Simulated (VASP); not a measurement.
A run of VASP 6.6.1 is set up as follows.

File INCAR:

```
  ALGO = Normal
  EDIFF = 1E-6
  ENCUT = 600
  GGA = PE
  GGA_COMPAT = False
  ISIF = 2
  ISMEAR = 0
  LASPH = True
  LCHARG = False
  LREAL = False
  LWAVE = False
  NBANDS = 11
  NELM = 120
  PREC = Accurate
  SIGMA = 0.02
```

The input KPOINTS:

```
k-points
0
Gamma
  8 8 8
```

Contents of POSCAR:

```
BeTe
1.0
    0.0000000000      2.8317614015      2.8317614015
    2.8317614015      0.0000000000      2.8317614015
    2.8317614015      2.8317614015      0.0000000000
Be Te
1 1
Direct
    0.0000000000      0.0000000000      0.0000000000
    0.2500000000      0.2500000000      0.2500000000
```

Potentials or basis: VASP PAW PBE potentials, release 64 (Be, Te).

The run is started by

```bash
$ cat potpaw_PBE.64/Be/POTCAR potpaw_PBE.64/Te/POTCAR > POTCAR
$ mpirun -np 1 vasp_std > vasp.out
```

Task: What does it give for the band gap on the k mesh?

Result: 2.01 eV (least direct gap 3.62 eV).

Task: Predict the pressure.

Result: 0.1 GPa.

Caveat: spin-orbit coupling is left out, which moves the levels of the heavy elements. A k mesh can miss the band edges.
